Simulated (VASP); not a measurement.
Here is a VASP 6.6.1 calculation.

File INCAR:

```
PREC = Accurate ; ENCUT = 520
EDIFF = 1E-7 ; ISMEAR = 1
SIGMA = 0.3 ; LREAL = F
LASPH = T ; NELM = 60
ALGO = Normal ; ISIF = 2
LWAVE = F ; LCHARG = F
GGA = PS ; IVDW = 13
NBANDS = 22
```

File KPOINTS:

```
regular mesh
0
Gamma
  7 7 2
```

The input POSCAR:

```
Re
1.0
    2.7663873900      0.0000000000      0.0000000000
   -1.3831937000      2.3957617600      0.0000000000
    0.0000000000      0.0000000000      8.9388451600
Re
4
Direct
    0.0000000000      0.0000000000      0.0000000000
    0.3333333316      0.6666666681      0.2500000000
    0.0020870189      0.0041740377      0.5000000000
    0.6666666720      0.3333333319      0.7500000000
```

Potentials or basis: VASP PAW PBE potentials, release 64 (Re).

Launch:

```sh
$ cat potpaw_PBE.64/Re/POTCAR > POTCAR
$ mpirun -np 1 vasp_std > vasp.out
```

Question: Predict the pressure.

Answer: -11.1 GPa.

Question: Estimate the largest force.

Answer: 0.035 eV/Å.

Question: What does it give for the band gap on the k mesh?

Answer: Zero (bands 14 and 15 overlap by 1.71 eV).

Question: What does it give for the dispersion energy per atom?

Answer: -0.409 eV.

Forces in eV/Å, atoms in the order of the input:
```
Re   0.000  0.005  0.000
Re   0.000  0.015  0.000
Re   0.000 -0.035  0.000
Re   0.000  0.015  0.000
```

Caveat: the k points lie up to 0.37 Å⁻¹ apart, too coarse for converged energies and pressures of a metal; so wide a smearing shifts energies and pressures; the PAW data sets were made with another functional, which shifts forces and pressure a little; spin-orbit coupling is left out, which moves the levels of the heavy elements.
